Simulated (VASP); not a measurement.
A run of VASP 6.6.1:

File INCAR:

```
SYSTEM = NdMo
ALGO = Normal ; EDIFF = 1E-6
ENCUT = 500 ; GGA = PE
GGA_COMPAT = .False. ; ISIF = 2
ISMEAR = 0 ; LASPH = .True.
LCHARG = .True. ; LELF = .True.
LMAXMIX = 6 ; LREAL = .False.
LVHAR = .True. ; LWAVE = .False.
NBANDS = 33 ; NELM = 200
PREC = Accurate ; SIGMA = 0.2
```

Contents of KPOINTS:

```
k-points
0
Gamma
  5 5 5
  0 0 0
```

The input POSCAR:

```
NdMo
1.0
    2.1554609029      1.2444559325      6.6025127397
   -2.1554609029      1.2444559325      6.6025127397
    0.0000000000     -2.4889118650      6.6025127397
Nd Mo
2 2
Direct
    0.0997551376      0.0997551376      0.0997551376
    0.9002448624      0.9002448624      0.9002448624
    0.6801619755      0.6801619755      0.6801619755
    0.3198380245      0.3198380245      0.3198380245
```

Potentials or basis: VASP PAW PBE potentials, release 64 (Nd_3, Mo_sv), 4f in core.

Command:

```console
$ cat potpaw_PBE.64/Nd_3/POTCAR potpaw_PBE.64/Mo_sv/POTCAR > POTCAR
$ mpirun -np 1 vasp_std > vasp.out
```

Hardware: 1 thread of Intel(R) Xeon(R) 6975P-C (Granite Rapids) (shared host).

Estimate the wall time of this run.

Wall time 110 s on 1 thread of Intel(R) Xeon(R) 6975P-C (Granite Rapids) (shared host), peak memory 0.38 GiB. Counts: scf iterations 14, k points 19.
